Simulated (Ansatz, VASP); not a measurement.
# Two plane-wave programs on Hg

```
CELL_PARAMETERS angstrom
5.63680 0.00000 0.00000
-2.81840 4.88162 0.00000
0.00000 0.00000 3.29663
ATOMIC_POSITIONS crystal
Hg 0.00000 0.00000 0.00000
Hg 0.33333 0.66667 0.50000
Hg 0.66667 0.33333 0.50000
```

Alike in both runs: task single point; functional r2SCAN; k mesh 8 × 8 × 11; occupations fermi-dirac, width 0.1 eV; no spin polarisation.

```csv
,VASP,Ansatz
version,VASP 6.6.1,Ansatz 0.2.0
potentials or method,"VASP PAW PBE potentials, release 64 (Hg), cutoff 520 eV","plane waves (500 eV) with PAW, scalar-relativistic"
valence electrons in the cell,36,60
```

```csv
,VASP,Ansatz,Ansatz less VASP
pressure (GPa),-1.3,-1.4,-0.11
"traceless stress, the component that is largest in VASP (GPa)",0.13,0.11,-0.023
```

VASP's potentials were made for PBE, not for r2SCAN. VASP's potentials hold 36 valence electrons a cell and Ansatz's 60, so a difference there can come from the potentials and not from the codes.

Spin-orbit coupling is off throughout.
